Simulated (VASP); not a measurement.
# Si (I4/mmm) in VASP: a series of runs, part 2 of 2

VASP 6.6.1. The steps go on from the part before.

## 4. Single point, LDA (strain +0.040 along x and y, -0.040 along z)

INCAR reads:

```
ALGO = Normal
EDIFF = 1E-6
ENCUT = 520
ISIF = 2
ISMEAR = 0
LASPH = T
LCHARG = T
LELF = T
LREAL = F
LVHAR = T
LWAVE = F
NBANDS = 8
NELM = 60
PREC = Accurate
SIGMA = 0.15
```

KPOINTS reads:

```
k-points
0
Gamma
  22 22 22
```

POSCAR reads:

```
Si
1.0
   -1.6919915272      1.6919915272      1.2675166560
    1.6919915272     -1.6919915272      1.2675166560
    1.6919915272      1.6919915272     -1.2675166560
Si
1
Direct
    0.0000000000      0.0000000000      0.0000000000
```

Potentials or basis: VASP PAW LDA potentials, release 64 (Si).

Started as:

```
cat potpaw_LDA.64/Si/POTCAR > POTCAR
mpirun -np 1 vasp_std > vasp.out
```

OUTCAR:

```text
EDIFF = 1E-6
   ENCUT = 520
   ISIF = 2
   ISMEAR = 0
   LASPH = T
   LREAL = F
   NELM = 60
   PREC = Accurate

 ion  position               nearest neighbor table
   1  0.000  0.000  0.000-

  LATTYP: Found a body centered tetragonal cell.
 ALAT       =     3.3839830544
 C/A-ratio  =     0.7491270705

  Lattice vectors:

 A1 = (  -1.6919915272,   1.6919915272,   1.2675166560)
 A2 = (   1.6919915272,  -1.6919915272,   1.2675166560)
 A3 = (   1.6919915272,   1.6919915272,  -1.2675166560)

Analysis of symmetry for initial positions (statically):
=====================================================================
 Subroutine PRICEL returns:
 Original cell was already a primitive cell.

 Routine SETGRP: Setting up the symmetry group for a
 body centered tetragonal supercell.

 Subroutine GETGRP returns: Found 16 space group operations
 (whereof 16 operations were pure point group operations)
 out of a pool of 16 trial point group operations.

The static configuration has the point symmetry D_4h.

Analysis of symmetry for dynamics (positions and initial velocities):
=====================================================================
 Subroutine PRICEL returns:
 Original cell was already a primitive cell.

 Routine SETGRP: Setting up the symmetry group for a
 body centered tetragonal supercell.

 Subroutine GETGRP returns: Found 16 space group operations
 (whereof 16 operations were pure point group operations)
 out of a pool of 16 trial point group operations.

The dynamic configuration has the point symmetry D_4h.

 Subroutine INISYM returns: Found 16 space group operations
 (whereof 16 operations are pure point group operations),
 and found     1 'primitive' translations

----------------------------------------------------------------------------------------

                                     Primitive cell

  volume of cell :      14.5148

  direct lattice vectors                    reciprocal lattice vectors
    -1.691991527  1.691991527  1.267516656     0.000000000  0.295509754  0.394472134
     1.691991527 -1.691991527  1.267516656     0.295509754  0.000000000  0.394472134
     1.691991527  1.691991527 -1.267516656     0.295509754  0.295509754  0.000000000

  length of vectors
     2.707816303  2.707816303  2.707816303     0.492883636  0.492883636  0.417913902

  position of ions in fractional coordinates (direct lattice)
     0.000000000  0.000000000  0.000000000

  ion indices of the primitive-cell ions
   primitive index   ion index
                 1           1

----------------------------------------------------------------------------------------

 KPOINTS: k-points

Automatic generation of k-mesh.
 Grid dimensions read from file:
 generate k-points for:   22   22   22

 Generating k-lattice:

  Cartesian coordinates                     Fractional coordinates (reciprocal lattice)
     0.000000000  0.013432262  0.017930552     0.045454545  0.000000000 -0.000000000
     0.013432262  0.000000000  0.017930552     0.000000000  0.045454545 -0.000000000
     0.013432262  0.013432262  0.000000000     0.000000000  0.000000000  0.045454545

  Length of vectors
     0.022403802  0.022403802  0.018996086

  Shift w.r.t. Gamma in fractional coordinates (k-lattice)
     0.000000000  0.000000000  0.000000000

 Subroutine IBZKPT returns following result:
 ===========================================

 Found    834 irreducible k-points:

 Following reciprocal coordinates:
            Coordinates               Weight
  0.000000  0.000000  0.000000      1.000000
  0.045455 -0.000000  0.000000      8.000000
  0.090909 -0.000000  0.000000      8.000000
  0.136364  0.000000  0.000000      8.000000
  0.181818 -0.000000  0.000000      8.000000
  0.227273 -0.000000  0.000000      8.000000
[... 16 lines left out ...]
  0.500000  0.045455  0.000000     16.000000
 -0.454545  0.045455 -0.000000     16.000000
 [... further k-points ...]
   k-points           NKPTS =    834   k-points in BZ     NKDIM =    834   number of bands    NBANDS=      8
   number of dos      NEDOS =    301   number of ions     NIONS =      1
   total plane-waves  NPLWV =   8000
   dimension x,y,z NGX =    20 NGY =   20 NGZ =   20
   dimension x,y,z NGXF=    40 NGYF=   40 NGZF=   40
   ions per type =               1
   NGX,Y,Z   is equivalent  to a cutoff of  12.28, 12.28, 12.28 a.u.
   NGXF,Y,Z  is equivalent  to a cutoff of  24.56, 24.56, 24.56 a.u.
 SYSTEM =  unknown system
   PREC   = accura    normal or accurate (medium, high low for compatibility)
   ISTART =      0    job   : 0-new  1-cont  2-samecut
   ICHARG =      2    charge: 1-file 2-atom 10-const
   ISPIN  =      1    spin polarized calculation?
   LNONCOLLINEAR =      F non collinear calculations
   LSORBIT =      F    spin-orbit coupling
   LASPH  =      T    aspherical Exc in radial PAW
   ENCUT  =  520.0 eV  38.22 Ry    6.18 a.u.   5.03  5.03  5.03*2*pi/ulx,y,z
   NELM   =     60;   NELMIN=  2; NELMDL= -5     # of ELM steps
   EDIFF  = 0.1E-05   stopping-criterion for ELM
   LREAL  =      F    real-space projection
   EDIFFG = 0.1E-04   stopping-criterion for IOM
   NSW    =      0    number of steps for IOM
   IBRION =     -1    ionic relax: 0-MD 1-quasi-New 2-CG
   NFREE  =      0    steps in history (QN), initial steepest desc. (CG)
   ISIF   =      2    stress and relaxation
   ISYM   =      2    0-nonsym 1-usesym 2-fastsym
   POTIM  = 0.5000    time-step for ionic-motion
   TEBEG  =    0.0;   TEEND  =   0.0 temperature during run
   PSTRESS=    0.0 pullay stress
   NELECT =       4.0000    total number of electrons
   NUPDOWN=      -1.0000    fix difference up-down
   EMIN   =  10.00;   EMAX   =-10.00  energy-range for DOS
   EFERMI =   0.00;   METHOD = LEGACY
   ISMEAR =     0;   SIGMA  =   0.15  broadening in eV -4-tet -1-fermi 0-gaus
   EFERMI_NEDOS =   21; number of points for ismear=-14 and -15
   IALGO  =     38    algorithm
   IMIX   =      4    mixing-type and parameters
     AMIX     =   0.40;   BMIX     =  1.00
     AMIX_MAG =   1.60;   BMIX_MAG =  1.00
  volume/ion in A,a.u.               =      14.51        97.95
  Fermi-wavevector in a.u.,A,eV,Ry     =   1.065348  2.013216 15.442154  1.134966
  Thomas-Fermi vector in A             =   2.200897
   LORBIT       =      0    0 simple, 1 ext, 2 COOP (PROOUT), +10 PAW based schemes
   GGA     = CA    functional components
   LHFCALC =     F    Hartree Fock is set to
   AEXX    =    0.0000 exact exchange contribution
   IVDW    =     0    specifies the selected vdW correction
   LEPSILON=     F    determine dielectric tensor
   LRPA    =     F    only Hartree local field effects (RPA)
 non-spin polarized calculation
 Gauss-broadening in eV      SIGMA  =   0.15
  energy-cutoff  :      520.00
  volume of cell :       14.51
 maximum number of plane-waves:       404
   NGX = 11   NGY = 11   NGZ = 11

 number of electron       4.0000000 magnetization

 Free energy of the ion-electron system (eV)
  ---------------------------------------------------
  ext. energy  EPLUGINS =         0.00000000
  ---------------------------------------------------
  free energy    TOTEN  =        -5.55401800 eV

  energy without entropy =       -5.54906630  energy(sigma->0) =       -5.55154215

 E-fermi :  10.0324     XC(G=0): -11.2282

 val. band max:       10.0289370111   @ k =  -0.1818   0.4545   0.0909
 cond. band min:      10.0330880920   @ k =   0.4091   0.2273   0.1818
 fundamental gap:      0.0041510810
 Fermi energy:        10.0323575050

 k-point     1 :       0.0000    0.0000    0.0000
  band No.  band energies     occupation
      1      -4.3432      2.00000
      2      18.5481      0.00000
      3      18.6447      0.00000
      4      18.6447      0.00000
      5      21.5657      0.00000
      6      24.3798      0.00000
      7      26.4150      0.00000
      8      26.4150      0.00000

 k-point     2 :       0.0455   -0.0000    0.0000
  band No.  band energies     occupation
      1      -4.2706      2.00000
      2      17.6438      0.00000
      3      18.4527      0.00000
      4      19.6467      0.00000
      5      21.5048      0.00000
      6      24.3084      0.00000
      7      25.8732      0.00000
      8      25.9883      0.00000
[... 221 lines left out ...]
 k-point    23 :       0.5000    0.0455    0.0000
  band No.  band energies     occupation
      1       3.3031      2.00000
      2       5.3451      2.00000
      3      13.7666      0.00000
      4      15.3442      0.00000
      5      16.9803      0.00000
      6      19.4389      0.00000
      7      27.3805      0.00000
      8      30.6499      0.00000

 k-point    24 :      -0.4545    0.0455   -0.0000
  band No.  band energies     occupation
      1       1.9454      2.00000
      2       6.9880      2.00000
      3      13.5419      0.00000
      4      15.5468      0.00000
      5      17.1816      0.00000
      6      19.8390      0.00000
      7      27.7350      0.00000
      8      30.5839      0.00000

 [... further k-points ...]
[... 5 lines left out ...]
  --------------------------------------------------------------------------------------
  -------------------------------------------------------------------------------------
  Total       -0.3588531     -0.3588531      0.0030800      0.0000000     -0.0000000      0.0000000
  in kB      -39.6111352    -39.6111352      0.3399754      0.0000000     -0.0000000      0.0000000
  external PRESSURE =     -26.2940983 kB  Pullay stress =       0.0000000 kB

 VOLUME and BASIS-vectors are now :
 -----------------------------------------------------------------------------
  energy-cutoff  :      520.00
  volume of cell :       14.51
      direct lattice vectors                 reciprocal lattice vectors
    -1.691991527  1.691991527  1.267516656     0.000000000  0.295509754  0.394472134
     1.691991527 -1.691991527  1.267516656     0.295509754  0.000000000  0.394472134
     1.691991527  1.691991527 -1.267516656     0.295509754  0.295509754  0.000000000

 POSITION                                       TOTAL-FORCE (eV/Angst)
 -----------------------------------------------------------------------------------
      0.00000      0.00000      0.00000         0.000000      0.000000     -0.000000
 -----------------------------------------------------------------------------------
    total drift:                                0.000000      0.000000     -0.000000

  FREE ENERGIE OF THE ION-ELECTRON SYSTEM (eV)
  ---------------------------------------------------
  free  energy   TOTEN  =        -5.5540179997 eV

  energy  without entropy=       -5.5490662964  energy(sigma->0) =       -5.55154215
```

stdout:

```text
POSCAR found type information on POSCAR Si
 POSCAR found :  1 types and       1 ions
 scaLAPACK will be used
 LDA part: xc-table for (Slater(with rela. corr.)+CA(PZ))
 , standard interpolation
 POSCAR, INCAR and KPOINTS ok, starting setup
 FFT: planning ... GRIDC
 FFT: planning ... GRID_SOFT
 FFT: planning ... GRID
 WAVECAR not read
 entering main loop
```

Run time: 32 s. Hardware: 1 thread of Intel Xeon Platinum 8488C (Sapphire Rapids), shared host; peak memory 0.18 GiB.

Results:

| Quantity | Value |
| --- | --- |
| Free energy | -5.5540 eV |
| Pressure | -2.6 GPa |
| Band gap on the k mesh | zero (band 2 reaches 18.72 eV, above the bottom of band 3 at 6.78 eV) |

Caveat: the cell differs from its parent crystal (strain +0.040 along x and y, -0.040 along z).

## 5. Single point, LDA (strain +0.080 along x and y, -0.080 along z)

INCAR reads:

```
SYSTEM = Si
PREC = Accurate ; ENCUT = 520
EDIFF = 1E-6 ; ISMEAR = 0
SIGMA = 0.15 ; LREAL = .False.
LASPH = .True. ; NELM = 60
ALGO = Normal ; ISIF = 2
LWAVE = .False. ; LCHARG = .False.
NBANDS = 8
```

KPOINTS reads:

```
Automatic mesh
0
Gamma
  22 22 22
  0 0 0
```

POSCAR reads:

```
Si
1.0
   -1.7570681244      1.7570681244      1.2147034620
    1.7570681244     -1.7570681244      1.2147034620
    1.7570681244      1.7570681244     -1.2147034620
Si
1
Direct
    0.0000000000      0.0000000000      0.0000000000
```

Started as:

```
cat potpaw_LDA.64/Si/POTCAR > POTCAR
mpirun -np 1 vasp_std > vasp.out
```

It took 34 s on 1 thread of Intel Xeon Platinum 8488C (Sapphire Rapids), shared host; peak memory 0.19 GiB.

Results (log left out):

```
Free energy            : -5.5099 eV
Pressure               : -3.1 GPa
Band gap on the k mesh : zero (band 2 reaches 17.31 eV, above the bottom of band 3 at 6.25 eV)
```

Stress tensor (GPa, compression positive):
```
-6.56  0.00  0.00
 0.00 -6.56  0.00
 0.00  0.00  3.70
```

Levels at points of the mesh, in eV from the Fermi level:
```csv
k point,band 1,band 2,band 3,band 4,band 5,band 6,band 7
"(0.00, 0.00, 0.00)",-14.10,7.27,7.27,7.61,10.21,15.39,17.85
"(0.50, 0.00, 0.00)",-5.70,-4.85,4.42,5.27,5.86,8.54,16.63
"(0.50, 0.50, 0.00)",-9.34,-7.18,10.29,11.30,11.96,14.52,15.20
"(0.50, 0.50, 0.50)",-4.07,-3.31,-3.31,0.97,8.42,10.15,25.40
```

Caveat: the cell differs from its parent crystal (strain +0.080 along x and y, -0.080 along z).

## 6. The runs side by side

| cell | gap on the mesh (eV) | pressure (GPa) |
| --- | --- | --- |
| a = 2.684 Å, angles 101.8, 101.8, 126.2°, 1 atom | none | 2.5 |
| a = 2.679 Å, angles 105.2, 105.2, 118.3°, 1 atom | none | -3.8 |
| a = 2.708 Å, angles 102.7, 102.7, 124.2°, 1 atom | none | -2.6 |
| a = 2.766 Å, angles 101.1, 101.1, 127.9°, 1 atom | none | -3.1 |

Alike in all rows: task single point; level LDA; potentials or basis VASP PAW LDA potentials, release 64 (Si); no spin polarisation; k mesh 22 × 22 × 22; cutoff (eV) 520; smearing gaussian 0.15 eV.

Absolute energies hang on the potentials; compare differences alone.
